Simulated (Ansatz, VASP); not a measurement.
**Li3ZrN2: VASP beside Ansatz**

```
CELL_PARAMETERS angstrom
5.54182 0.00000 0.00000
-2.77091 4.79936 0.00000
0.00000 0.00000 2.47833
ATOMIC_POSITIONS crystal
Li 0.50000 0.00000 0.00000
Li 0.00000 0.50000 0.00000
Li 0.50000 0.50000 0.00000
Zr 0.00000 0.00000 0.00000
N 0.33333 0.66667 0.49995
N 0.66667 0.33333 0.50005
```

Alike in both runs: functional PBE; k mesh 3 × 3 × 3; occupations gaussian, width 0.15 eV; no spin polarisation.

Ansatz relaxed the structure, and its values are those at the end. VASP's run is a single point on that final structure, the one shown.

```csv
,VASP,Ansatz
version,VASP 6.6.1,Ansatz 0.2.0
potentials or method,"VASP PAW PBE potentials, release 64 (Li_sv, Zr_sv, N), cutoff 750 eV","scalar-relativistic, plane waves, PAW"
valence electrons in the cell,31,31
```

Ansatz gave:

* gap on the k mesh at the Fermi level (eV): none
* pressure (GPa): 0.2

Question: Which values does VASP return?

Answer: gap on the k mesh at the Fermi level (eV): none; pressure (GPa): 0.1.

A gap of «none» marks a metal or a gap that the smearing closes.

The k mesh is coarse, so the values compare programs but aren't converged.
